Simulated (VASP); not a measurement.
# InPd (Pm-3m) in VASP: a series of runs, part 2 of 2

VASP 6.6.1.

## Step 3: Single point, PBE

This run uses another cell than the first one, of 17.16 Å³/atom, 1.032 times its volume.

INCAR reads:

```
SYSTEM = InPd
ALGO = Normal ; EDIFF = 1E-7
ENCUT = 520 ; GGA = PE
ISIF = 2 ; ISMEAR = -1
LASPH = .True. ; LCHARG = .False.
LREAL = .False. ; LWAVE = .False.
NBANDS = 18 ; NELM = 80
PREC = Accurate ; SIGMA = 0.1
```

KPOINTS reads:

```
k-points
0
Gamma
  7 7 7
  0 0 0
```

POSCAR reads:

```
InPd
1.0
    3.2499253786      0.0000000000      0.0000000000
    0.0000000000      3.2499253786      0.0000000000
    0.0000000000      0.0000000000      3.2499253786
In Pd
1 1
Direct
    0.0000000000      0.0000000000      0.0000000000
    0.5000000000      0.5000000000      0.5000000000
```

Potentials or basis: VASP PAW PBE potentials, release 64 (In_d, Pd).

Launch:

```
cat potpaw_PBE.64/In_d/POTCAR potpaw_PBE.64/Pd/POTCAR > POTCAR
mpirun -np 1 vasp_std > vasp.out
```

It took 15 s on 1 thread of Intel Xeon 6975P-C, shared host; peak memory 0.14 GiB.

The run converged. Its results:

| Property | Result |
| --- | --- |
| Free energy | -8.7356 eV |
| Pressure | 6.7 GPa |

Levels at points of the mesh, in eV from the Fermi level:
```
           k point  band 9  band 10  band 11  band 12  band 13  band 14
(0.00, 0.00, 0.00)   -2.50    -2.50    -2.50     4.08     4.08     4.08
```

Caveat: spin-orbit coupling is left out, which moves the levels of the heavy elements.

## Step 4: Single point, PBE

This run uses another cell than the first one, of 17.69 Å³/atom, 1.063 times its volume.

INCAR reads:

```
PREC = Accurate
ENCUT = 520
EDIFF = 1E-6
ISMEAR = -1
SIGMA = 0.1
LREAL = F
LASPH = T
NELM = 60
ALGO = Normal
ISIF = 2
LWAVE = F
LCHARG = F
GGA = PE
NBANDS = 18
```

KPOINTS reads:

```
Automatic mesh
0
Gamma
  7 7 7
```

POSCAR reads:

```
InPd
1.0
    3.2827551297      0.0000000000      0.0000000000
    0.0000000000      3.2827551297      0.0000000000
    0.0000000000      0.0000000000      3.2827551297
In Pd
1 1
Direct
    0.0000000000      0.0000000000      0.0000000000
    0.5000000000      0.5000000000      0.5000000000
```

Potentials or basis: VASP PAW PBE potentials, release 64 (In_d, Pd).

Launch:

```
cat potpaw_PBE.64/In_d/POTCAR potpaw_PBE.64/Pd/POTCAR > POTCAR
mpirun -np 1 vasp_std > vasp.out
```

OUTCAR:

```text
PREC = Accurate
   ENCUT = 520
   EDIFF = 1E-6
   ISMEAR = -1
   LREAL = F
   LASPH = T
   NELM = 60
   ISIF = 2
   GGA = PE

 ion  position               nearest neighbor table
   1  0.000  0.000  0.000-   2 2.84   2 2.84   2 2.84   2 2.84   2 2.84   2 2.84   2 2.84   2 2.84

   2  0.500  0.500  0.500-   1 2.84   1 2.84   1 2.84   1 2.84   1 2.84   1 2.84   1 2.84   1 2.84

  LATTYP: Found a simple cubic cell.
 ALAT       =     3.2827551297

  Lattice vectors:

 A1 = (   3.2827551297,   0.0000000000,   0.0000000000)
 A2 = (   0.0000000000,   3.2827551297,   0.0000000000)
 A3 = (   0.0000000000,   0.0000000000,   3.2827551297)

Analysis of symmetry for initial positions (statically):
=====================================================================
 Subroutine PRICEL returns:
 Original cell was already a primitive cell.

 Routine SETGRP: Setting up the symmetry group for a
 simple cubic supercell.

 Subroutine GETGRP returns: Found 48 space group operations
 (whereof 48 operations were pure point group operations)
 out of a pool of 48 trial point group operations.
[... 153 lines left out ...]
  free energy    TOTEN  =        -8.76635087 eV

  energy without entropy =       -8.74703131  energy(sigma->0) =       -8.75669109

 E-fermi :  10.4809     XC(G=0): -12.1743

 val. band max:       10.2982322787   @ k =   0.2857   0.0000   0.0000
 cond. band min:      10.5034328280   @ k =   0.4286   0.4286   0.4286
 fundamental gap:      0.2052005493
 Fermi energy:        10.4809103146

 k-point     1 :       0.0000    0.0000    0.0000
  band No.  band energies     occupation
      1      -4.5886      2.00000
      2      -4.5886      2.00000
      3      -4.1915      2.00000
      4      -4.1915      2.00000
      5      -4.1915      2.00000
      6       0.3604      2.00000
[... 397 lines left out ...]
      5      -4.0174      2.00000
      6       5.2575      2.00000
[... 10 lines left out ...]
     17      15.7956      0.00000
     18      17.9590      0.00000

------------------------ aborting loop because EDIFF is reached ----------------------------------------

  FORCE on cell =-STRESS in cart. coord.  units (eV):
  Direction    XX          YY          ZZ          XY          YZ          ZX
  --------------------------------------------------------------------------------------
  -------------------------------------------------------------------------------------
  Total        0.5715212      0.5715212      0.5715212     -0.0000000      0.0000000     -0.0000000
  in kB       25.8837655     25.8837655     25.8837655     -0.0000000      0.0000000     -0.0000000
  external PRESSURE =      25.8837655 kB  Pullay stress =       0.0000000 kB

 VOLUME and BASIS-vectors are now :
 -----------------------------------------------------------------------------
  energy-cutoff  :      520.00
  volume of cell :       35.38
      direct lattice vectors                 reciprocal lattice vectors
     3.282755130  0.000000000  0.000000000     0.304622173  0.000000000  0.000000000
     0.000000000  3.282755130  0.000000000     0.000000000  0.304622173  0.000000000
     0.000000000  0.000000000  3.282755130     0.000000000  0.000000000  0.304622173

 POSITION                                       TOTAL-FORCE (eV/Angst)
 -----------------------------------------------------------------------------------
      0.00000      0.00000      0.00000         0.000000      0.000000      0.000000
      1.64138      1.64138      1.64138         0.000000      0.000000      0.000000
 -----------------------------------------------------------------------------------
    total drift:                                0.000000      0.000000     -0.000000

  FREE ENERGIE OF THE ION-ELECTRON SYSTEM (eV)
  ---------------------------------------------------
  free  energy   TOTEN  =        -8.7663508744 eV

  energy  without entropy=       -8.7470313067  energy(sigma->0) =       -8.75669109
```

Wall time 14 s (1 thread of Intel Xeon 6975P-C, shared host); peak memory 0.14 GiB.

Results:

```yaml
Free_energy: -8.7664 eV
Pressure: 2.6 GPa
```

Caveat: spin-orbit coupling is left out, which moves the levels of the heavy elements.

## Step 5: Single point, PBE

This run uses another cell than the first one, of 18.21 Å³/atom, 1.095 times its volume.

INCAR reads:

```
SYSTEM = InPd
ALGO     = Normal         ! electronic algorithm
EDIFF    = 1E-6           ! SCF threshold, eV
ENCUT    = 520            ! plane-wave cutoff, eV
GGA      = PE             ! functional
ISIF     = 2              ! what is computed and relaxed
ISMEAR   = -1             ! smearing method
LASPH    = .TRUE.         ! aspherical terms in the spheres
LCHARG   = .FALSE.        ! write CHGCAR
LREAL    = .FALSE.        ! projectors in reciprocal space
LWAVE    = .FALSE.        ! write WAVECAR
NBANDS   = 18             ! bands
NELM     = 60             ! most SCF steps
PREC     = Accurate       ! precision mode
SIGMA    = 0.1            ! smearing width, eV
```

KPOINTS reads:

```
k-points
0
G
  7 7 7
  0 0 0
```

POSCAR reads:

```
InPd
1.0
    3.3149410560      0.0000000000      0.0000000000
    0.0000000000      3.3149410560      0.0000000000
    0.0000000000      0.0000000000      3.3149410560
In Pd
1 1
Direct
    0.0000000000      0.0000000000      0.0000000000
    0.5000000000      0.5000000000      0.5000000000
```

Launch:

```
cat potpaw_PBE.64/In_d/POTCAR potpaw_PBE.64/Pd/POTCAR > POTCAR
mpirun -np 1 vasp_std > vasp.out
```

It took 21 s on 1 thread of Intel Xeon 6975P-C, shared host; peak memory 0.16 GiB.

Results (log left out):

```yaml
Free_energy: -8.7726 eV
Pressure: -0.8 GPa
```

Levels at points of the mesh, in eV from the Fermi level:
```
           k point  band 8  band 9  band 10  band 11  band 12  band 13  band 14  band 15
(0.00, 0.00, 0.00)   -3.74   -2.30    -2.30    -2.30     4.06     4.06     4.06     8.83
```

Caveat: spin-orbit coupling is left out, which moves the levels of the heavy elements.

## Step 6: Single point, PBE

This run uses another cell than the first one, of 18.74 Å³/atom, 1.126 times its volume.

INCAR reads:

```
SYSTEM = InPd
PREC     = Accurate       ! precision mode
ENCUT    = 520            ! plane-wave cutoff, eV
EDIFF    = 1E-6           ! SCF threshold, eV
ISMEAR   = -1             ! smearing method
SIGMA    = 0.1            ! smearing width, eV
LREAL    = .FALSE.        ! projectors in reciprocal space
LASPH    = .TRUE.         ! aspherical terms in the spheres
NELM     = 60             ! most SCF steps
ALGO     = Normal         ! electronic algorithm
ISIF     = 2              ! what is computed and relaxed
LWAVE    = .FALSE.        ! write WAVECAR
LCHARG   = .FALSE.        ! write CHGCAR
GGA      = PE             ! functional
NBANDS   = 18             ! bands
```

KPOINTS reads:

```
regular mesh
0
G
  7 7 7
  0 0 0
```

POSCAR reads:

```
InPd
1.0
    3.3465138234      0.0000000000      0.0000000000
    0.0000000000      3.3465138234      0.0000000000
    0.0000000000      0.0000000000      3.3465138234
In Pd
1 1
Direct
    0.0000000000      0.0000000000      0.0000000000
    0.5000000000      0.5000000000      0.5000000000
```

Potentials or basis: VASP PAW PBE potentials, release 64 (In_d, Pd).

Launch:

```
cat potpaw_PBE.64/In_d/POTCAR potpaw_PBE.64/Pd/POTCAR > POTCAR
mpirun -np 1 vasp_std > vasp.out
```

Run time: 22 s. Hardware: 1 thread of Intel Xeon 6975P-C, shared host; peak memory 0.16 GiB.

It converged, with:

| Property | Result |
| --- | --- |
| Free energy | -8.7585 eV |
| Pressure | -3.6 GPa |

Levels at points of the mesh, in eV from the Fermi level:
| k point | band 8 | band 9 | band 10 | band 11 | band 12 | band 13 | band 14 | band 15 |
| --- | --- | --- | --- | --- | --- | --- | --- | --- |
| (0.00, 0.00, 0.00) | -3.58 | -2.20 | -2.20 | -2.20 | 4.04 | 4.04 | 4.04 | 8.51 |

Caveat: spin-orbit coupling is left out, which moves the levels of the heavy elements.

## Step 7: Summary

| cell | gap on the mesh (eV) | pressure (GPa) |
| --- | --- | --- |
| a = 3.216 Å, 2 atoms | none | 11.7 |
| a = 3.250 Å, 2 atoms | none | 6.7 |
| a = 3.283 Å, 2 atoms | none | 2.6 |
| a = 3.315 Å, 2 atoms | none | -0.8 |
| a = 3.347 Å, 2 atoms | none | -3.6 |

Alike in all rows: task single point; level PBE; potentials or basis VASP PAW PBE potentials, release 64 (In_d, Pd); no spin polarisation; k mesh 7 × 7 × 7; cutoff (eV) 520; smearing fermi-dirac 0.1 eV.

Caveats: spin-orbit coupling is left out, which moves the levels of the heavy elements.

Total energies depend on the potentials used, so only differences within one code and one set of settings carry meaning.
